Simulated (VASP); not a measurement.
Input of a VASP 6.6.1 run:

File INCAR:

```
PREC = Accurate ; ENCUT = 520
EDIFF = 1E-7 ; ISMEAR = 0
SIGMA = 0.1 ; LREAL = False
LASPH = True ; NELM = 100
ALGO = Normal ; ISIF = 2
LWAVE = False ; LCHARG = False
GGA = PE ; NBANDS = 14
```

Contents of KPOINTS:

```
regular mesh
0
Gamma
  4 4 6
```

POSCAR

```
Be2H
1.0
    3.8404379700      0.0000000000      0.0000000000
    0.0000000000      3.8404379700      0.0000000000
    0.0000000000      0.0000000000      3.0974666800
Be H
4 2
Direct
    0.2500000000      0.7500000000      0.0000000000
    0.7500000000      0.2500000000      0.0000000000
    0.7500000000      0.7500000000      0.0000000000
    0.2500000000      0.2500000000      0.0000000000
    0.5000000000      0.0000000000      0.3949940100
    0.0000000000      0.5000000000      0.6050059900
```

Potentials or basis: VASP PAW PBE potentials, release 64 (Be, H).

The run is started by

```console
$ cat potpaw_PBE.64/Be/POTCAR potpaw_PBE.64/H/POTCAR > POTCAR
$ mpirun -np 1 vasp_std > vasp.out
```

Estimate the band gap on the k mesh.

zero (bands 5 and 6 overlap by 7.20 eV).

What does it give for the largest force?

0.391 eV/Å.

Estimate the pressure.

9.9 GPa.

Forces in eV/Å, atoms in the order of the input:
```
Be   0.000  0.000  0.000
Be   0.000  0.000  0.000
Be   0.000  0.000  0.000
Be   0.000  0.000  0.000
H    0.000  0.000 -0.391
H    0.000  0.000  0.391
```

Caveat: the k points lie up to 0.41 Å⁻¹ apart, too coarse for converged energies and pressures of a metal.
